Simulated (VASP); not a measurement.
Input of a VASP 6.6.1 run:

INCAR

```
SYSTEM = CdS
PREC = Accurate ; ENCUT = 520
EDIFF = 1E-6 ; ISMEAR = 0
SIGMA = 0.05 ; LREAL = .False.
LASPH = .True. ; NELM = 80
ALGO = Normal ; ISIF = 2
LWAVE = .False. ; LCHARG = .False.
GGA = PE ; NBANDS = 16
```

Contents of KPOINTS:

```
regular mesh
0
Gamma
  10 10 10
  0 0 0
```

Contents of POSCAR:

```
CdS
1.0
    0.0000000000      2.5421191524      3.8131787286
    2.5421191524      0.0000000000      3.8131787286
    2.5421191524      2.5421191524      0.0000000000
Cd S
1 1
Direct
    0.0000000000      0.0000000000      0.0000000000
    0.7500000000      0.7500000000      0.7500000000
```

Potentials or basis: VASP PAW PBE potentials, release 64 (Cd, S).

Command:

```sh
$ cat potpaw_PBE.64/Cd/POTCAR potpaw_PBE.64/S/POTCAR > POTCAR
$ mpirun -np 1 vasp_std > vasp.out
```

(1) Predict the pressure.

(2) Estimate the band gap on the k mesh.

Answers

(1) -0.2 GPa.

(2) zero (band 9 reaches 1.98 eV, above the bottom of band 10 at 1.96 eV).
